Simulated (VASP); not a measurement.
A run of VASP 6.6.1:

The input INCAR:

```
SYSTEM = PbO
ALGO = Normal ; EDIFF = 1E-7
ENCUT = 520 ; GGA = PE
ISIF = 2 ; ISMEAR = 0
LASPH = .TRUE. ; LCHARG = .FALSE.
LREAL = .FALSE. ; LWAVE = .FALSE.
NBANDS = 28 ; NELM = 100
PREC = Accurate ; SIGMA = 0.05
```

File KPOINTS:

```
k-points
0
G
  8 8 6
  0 0 0
```

The input POSCAR:

```
PbO
1.0
    3.7756800000      0.0000000000      0.0000000000
    0.0000000000      3.7756800000      0.0000000000
    0.0000000000      0.0000000000      5.1475500000
Pb O
2 2
Direct
    0.0000000000      0.5000000000      0.2351000000
    0.5000000000      0.0000000000      0.7649000000
    0.0000000000      0.0000000000      0.0000000000
    0.5000000000      0.5000000000      0.0000000000
```

Potentials or basis: VASP PAW PBE potentials, release 64 (Pb_d, O).

The run is started by

```bash
$ cat potpaw_PBE.64/Pb_d/POTCAR potpaw_PBE.64/O/POTCAR > POTCAR
$ mpirun -np 1 vasp_std > vasp.out
```

Hardware: 1 thread of Intel(R) Xeon(R) 6975P-C (Granite Rapids), on a shared host.

**Question.** How long does it take, and how much memory?

**Answer.** Wall time 43 s on 1 thread of Intel(R) Xeon(R) 6975P-C (Granite Rapids) (shared host), peak memory 0.24 GiB. Counts: scf iterations 17, k points 60.
